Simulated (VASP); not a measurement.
# Nb in VASP: single point with LDA

Aim: the single point of Nb with LDA.

Program: VASP 6.6.1. These are calculated values, not measurements. Logs are shortened: lines on timing, memory, paths and dates and some standing lists are left out, and cuts for length are marked.

### 1 The cell of the first run

The typed cell holds 1 atom: a = 2.908 Å, b = 2.908 Å, c = 3.358 Å, α = 54.73°, β = 54.73°, γ = 70.53°.

### 2 Single point, LDA

The input, INCAR:

```
PREC = Accurate ; ENCUT = 520
EDIFF = 1E-6 ; ISMEAR = 0
SIGMA = 0.15 ; LREAL = False
LASPH = True ; NELM = 100
ALGO = Fast ; ISIF = 2
LWAVE = False ; LCHARG = True
GGA = CA ; LELF = True
LVHAR = True ; NBANDS = 12
```

The input, KPOINTS:

```
Automatic mesh
0
Gamma
  22 22 22
```

The input, POSCAR:

```
Nb
1.0
    0.0000000000      2.3741267449      1.6785076087
    2.3741267449      0.0000000000      1.6785076087
    2.3741267449      2.3741267449      0.0000000000
Nb
1
Direct
    0.0000000000      0.0000000000      0.0000000000
```

Potentials or basis: VASP PAW LDA potentials, release 64 (Nb_sv).

The run is started by

```bash
$ cat potpaw_LDA.64/Nb_sv/POTCAR > POTCAR
$ mpirun -np 1 vasp_std > vasp.out
```

OUTCAR:

```text
PREC = Accurate
   ENCUT = 520
   EDIFF = 1E-6
   ISMEAR = 0
   LREAL = False
   LASPH = True
   NELM = 100
   ISIF = 2
   GGA = CA

 ion  position               nearest neighbor table
   1  0.000  0.000  0.000-

  LATTYP: Found a body centered tetragonal cell.
 ALAT       =     3.3575222414
 C/A-ratio  =     0.9998489886

  Lattice vectors:

 A1 = (   0.0000000000,  -2.3741267449,  -1.6785076087)
 A2 = (   0.0000000000,   2.3741267449,  -1.6785076087)
 A3 = (   2.3741267449,   0.0000000000,   1.6785076087)

Analysis of symmetry for initial positions (statically):
=====================================================================
 Subroutine PRICEL returns:
 Original cell was already a primitive cell.

 Routine SETGRP: Setting up the symmetry group for a
 body centered tetragonal supercell.

 Subroutine GETGRP returns: Found 16 space group operations
 (whereof 16 operations were pure point group operations)
 out of a pool of 16 trial point group operations.

The static configuration has the point symmetry D_4h.

Analysis of symmetry for dynamics (positions and initial velocities):
=====================================================================
 Subroutine PRICEL returns:
 Original cell was already a primitive cell.

 Routine SETGRP: Setting up the symmetry group for a
 body centered tetragonal supercell.

 Subroutine GETGRP returns: Found 16 space group operations
 (whereof 16 operations were pure point group operations)
 out of a pool of 16 trial point group operations.

The dynamic configuration has the point symmetry D_4h.

 Subroutine INISYM returns: Found 16 space group operations
 (whereof 16 operations are pure point group operations),
 and found     1 'primitive' translations

----------------------------------------------------------------------------------------

                                     Primitive cell

  volume of cell :      18.9217

  direct lattice vectors                    reciprocal lattice vectors
     0.000000000  2.374126745  1.678507609    -0.210603752  0.210603752  0.297883666
     2.374126745  0.000000000  1.678507609     0.210603752 -0.210603752  0.297883666
     2.374126745  2.374126745  0.000000000     0.210603752  0.210603752 -0.297883666

  length of vectors
     2.907553197  2.907553197  3.357522241     0.421239313  0.421239313  0.421239313

[... 84 lines left out ...]
   ISIF   =      2    stress and relaxation
   ISYM   =      2    0-nonsym 1-usesym 2-fastsym
   POTIM  = 0.5000    time-step for ionic-motion
   TEBEG  =    0.0;   TEEND  =   0.0 temperature during run
   PSTRESS=    0.0 pullay stress
   NELECT =      13.0000    total number of electrons
   NUPDOWN=      -1.0000    fix difference up-down
   EMIN   =  10.00;   EMAX   =-10.00  energy-range for DOS
   EFERMI =   0.00;   METHOD = LEGACY
   ISMEAR =     0;   SIGMA  =   0.15  broadening in eV -4-tet -1-fermi 0-gaus
   EFERMI_NEDOS =   21; number of points for ismear=-14 and -15
   IALGO  =     68    algorithm
   IMIX   =      4    mixing-type and parameters
     AMIX     =   0.40;   BMIX     =  1.00
     AMIX_MAG =   1.60;   BMIX_MAG =  1.00
  volume/ion in A,a.u.               =      18.92       127.69
  Fermi-wavevector in a.u.,A,eV,Ry     =   1.444560  2.729823 28.392005  2.086754
  Thomas-Fermi vector in A             =   2.562841
   LORBIT       =      0    0 simple, 1 ext, 2 COOP (PROOUT), +10 PAW based schemes
   GGA     = CA    functional components
   LHFCALC =     F    Hartree Fock is set to
   AEXX    =    0.0000 exact exchange contribution
   IVDW    =     0    specifies the selected vdW correction
   LEPSILON=     F    determine dielectric tensor
   LRPA    =     F    only Hartree local field effects (RPA)
 non-spin polarized calculation
 RMM-DIIS sequential band-by-band and
 Gauss-broadening in eV      SIGMA  =   0.15
  energy-cutoff  :      520.00
  volume of cell :       18.92
 maximum number of plane-waves:       531
 NGX is ok and might be reduce to    24
   NGX = 11   NGY = 11   NGZ = 13

 number of electron      12.9999999 magnetization

 Free energy of the ion-electron system (eV)
  ---------------------------------------------------
  ext. energy  EPLUGINS =         0.00000000
  ---------------------------------------------------
  free energy    TOTEN  =       -11.16928429 eV

  energy without entropy =      -11.15109377  energy(sigma->0) =      -11.16018903

 E-fermi :  10.3049     XC(G=0): -12.4639

 val. band max:       10.3048301954   @ k =   0.4091   0.1364   0.0455
 cond. band min:      10.3123847551   @ k =  -0.1818   0.4091   0.3182
 fundamental gap:      0.0075545597
 Fermi energy:        10.3048881054

 k-point     1 :       0.0000    0.0000    0.0000
  band No.  band energies     occupation
      1     -43.8184      2.00000
      2     -19.3670      2.00000
      3     -19.3670      2.00000
      4     -19.3670      2.00000
      5       4.4846      2.00000
      6      10.6615      0.00077
      7      10.6631      0.00073
      8      10.6631      0.00073
      9      13.4006      0.00000
     10      13.4027      0.00000
     11      24.4172      0.00000
     12      24.4185      0.00000
[... 331 lines left out ...]
 k-point    24 :      -0.4545    0.0455    0.0000
  band No.  band energies     occupation
      1     -43.6135      2.00000
      2     -20.5182      2.00000
      3     -19.7446      2.00000
      4     -19.3936      2.00000
      5       6.8664      2.00000
      6       8.8824      2.00000
      7      11.8168      0.00000
      8      13.2728      0.00000
      9      14.3907      0.00000
     10      16.0893      0.00000
     11      21.7395      0.00000
     12      22.2394      0.00000

 [... further k-points ...]

------------------------ aborting loop because EDIFF is reached ----------------------------------------

  FORCE on cell =-STRESS in cart. coord.  units (eV):
  Direction    XX          YY          ZZ          XY          YZ          ZX
  --------------------------------------------------------------------------------------
  -------------------------------------------------------------------------------------
  Total       -1.8748958     -1.8748958     -1.8731421      0.0000000     -0.0000000      0.0000000
  in kB     -158.7547091   -158.7547091   -158.6062093      0.0000000     -0.0000000      0.0000000
  external PRESSURE =    -158.7052092 kB  Pullay stress =       0.0000000 kB

 VOLUME and BASIS-vectors are now :
 -----------------------------------------------------------------------------
  energy-cutoff  :      520.00
  volume of cell :       18.92
      direct lattice vectors                 reciprocal lattice vectors
     0.000000000  2.374126745  1.678507609    -0.210603752  0.210603752  0.297883666
     2.374126745  0.000000000  1.678507609     0.210603752 -0.210603752  0.297883666
     2.374126745  2.374126745  0.000000000     0.210603752  0.210603752 -0.297883666

 POSITION                                       TOTAL-FORCE (eV/Angst)
 -----------------------------------------------------------------------------------
      0.00000      0.00000      0.00000         0.000000      0.000000      0.000000
 -----------------------------------------------------------------------------------
    total drift:                               -0.000000     -0.000000      0.000000

  FREE ENERGIE OF THE ION-ELECTRON SYSTEM (eV)
  ---------------------------------------------------
  free  energy   TOTEN  =       -11.1692842930 eV

  energy  without entropy=      -11.1510937742  energy(sigma->0) =      -11.16018903
```

OSZICAR:

```text
N       E                     dE             d eps       ncg     rms          rms(c)
DAV:   1     0.120486092007E+03    0.12049E+03   -0.71461E+03 20168   0.108E+03
DAV:   2    -0.609343493196E+01   -0.12658E+03   -0.12165E+03 21916   0.406E+02
DAV:   3    -0.113624294511E+02   -0.52690E+01   -0.49934E+01 30272   0.735E+01
[... 15 lines left out ...]
RMM:  19    -0.111692933457E+02    0.84188E-06   -0.48823E-05 24700   0.436E-02    0.620E-02
RMM:  20    -0.111692839877E+02    0.93581E-05   -0.44920E-05 31276   0.654E-02    0.278E-02
RMM:  21    -0.111692826945E+02    0.12932E-05   -0.25955E-05 29779   0.496E-02    0.659E-03
RMM:  22    -0.111692836551E+02   -0.96061E-06   -0.11158E-05 20046   0.245E-02    0.381E-03
RMM:  23    -0.111692842930E+02   -0.63790E-06   -0.70202E-06 17639   0.187E-02
   1 F= -.11169284E+02 E0= -.11160189E+02  d E =-.181905E-01
```

stdout:

```text
POSCAR found type information on POSCAR Nb
 POSCAR found :  1 types and       1 ions
 scaLAPACK will be used
 LDA part: xc-table for (Slater(with rela. corr.)+CA(PZ))
 , standard interpolation
 POSCAR, INCAR and KPOINTS ok, starting setup
 FFT: planning ... GRIDC
 FFT: planning ... GRID_SOFT
 FFT: planning ... GRID
 WAVECAR not read
 entering main loop
WARNING in EDDRMM: call to ZHEGV failed, returncode =   6  3      8
WARNING in EDDRMM: call to ZHEGV failed, returncode =   6  3      9
```

Run time: 3.3 min. Hardware: 1 thread of Intel Xeon Platinum 8488C (Sapphire Rapids), shared host; peak memory 0.29 GiB.

Results:

* Free energy: -11.1693 eV
* Pressure: -15.9 GPa
